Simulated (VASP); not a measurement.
## ZnNi: relaxation of cell and atoms with LDA

ZnNi:

```
Zn Ni
1.0
     2.90830    0.00000    0.00000
     0.00000    2.90830    0.00000
     0.00000    0.00000    2.90830
Zn Ni
1 1
Cartesian
  1.4542 1.4542 1.4542
  0.0000 0.0000 0.0000
```

```yaml
Program: VASP 6.6.1
Task: relaxation of cell and atoms
Functional: LDA
Potentials_or_basis: VASP PAW LDA potentials, release 64 (Zn, Ni)
Cutoff: 600 eV
k_mesh: 6 × 6 × 6
Occupations: fermi-dirac, width 0.1 eV
Spin: collinear spin, ferromagnetic start
Starting_moments: "[0.0, 1.5] μB"
Dipole_correction: no
Further_INCAR_settings: ALGO = Normal; EDIFF = 1e-06; IBRION = 2; EDIFFG = -0.02; NSW = 80; ISIF = 3
```

| Quantity | Value |
| --- | --- |
| Relaxed volume | 11.13 Å³/atom |
| Relaxed cell | a = 2.813 Å, b = 2.813 Å, c = 2.813 Å, α = 90.00°, β = 90.00°, γ = 90.00° |
| Space group after relaxing (to 0.05 Å) | Pm-3m (No. 221) |
| Energy gained by relaxing | 60.1 meV/atom |
| Ionic steps | 3 |
| Pressure after relaxing | -0.1 GPa |
| Band gap on the k mesh | zero (filled and empty bands overlap) |
| Net moment | 0.00 μB per cell |
| Valence electrons inside the program's atomic spheres | Zn 11.03; Ni 9.42 |

Step by step:
```tsv
step	energy change (eV)	largest force (eV/Å)	pressure (GPa)	volume (Å³)
1	0.0000	0.0000	-14.86	24.60
2	-0.0524	0.0000	15.85	20.76
3	-0.1203	0.0000	-0.07	22.26
```

Final structure:
```
Zn Ni
1.0
     2.81323    0.00000    0.00000
     0.00000    2.81323    0.00000
     0.00000    0.00000    2.81323
Zn Ni
1 1
Direct
  0.50000 0.50000 0.50000
  0.00000 0.00000 0.00000
```

Levels at points of the mesh, in eV from the Fermi level:
Spin up:
```tsv
k point	band 9	band 10	band 11	band 12	band 13	band 14
(0.00, 0.00, 0.00)	-0.95	-0.95	-0.95	7.57	7.57	7.57
(0.50, 0.00, 0.00)	-1.83	-1.83	-1.05	-0.09	13.87	13.87
(0.50, 0.50, 0.00)	-1.49	-1.20	-1.20	-0.62	3.90	4.25
(0.50, 0.50, 0.50)	-0.59	-0.59	5.27	5.75	5.75	5.75
```
Spin down:
```tsv
k point	band 8	band 9	band 10	band 11	band 12	band 13	band 14	band 15
(0.00, 0.00, 0.00)	-2.32	-0.95	-0.95	-0.95	7.57	7.57	7.57	13.44
(0.50, 0.00, 0.00)	-2.50	-1.83	-1.83	-1.05	-0.09	13.87	13.87	14.72
(0.50, 0.50, 0.00)	-1.49	-1.49	-1.20	-1.20	-0.62	3.90	4.25	15.85
(0.50, 0.50, 0.50)	-3.51	-0.59	-0.59	5.27	5.75	5.75	5.75	6.36
```

Wall time 13 s on 1 thread of Intel(R) Xeon(R) 6975P-C (Granite Rapids) (shared host), peak memory 0.14 GiB.

Caveat: the k points lie up to 0.37 Å⁻¹ apart in the final cell; the starting moments collapsed, and a magnetic state may lie lower. LDA usually gives volumes a few per cent too small.
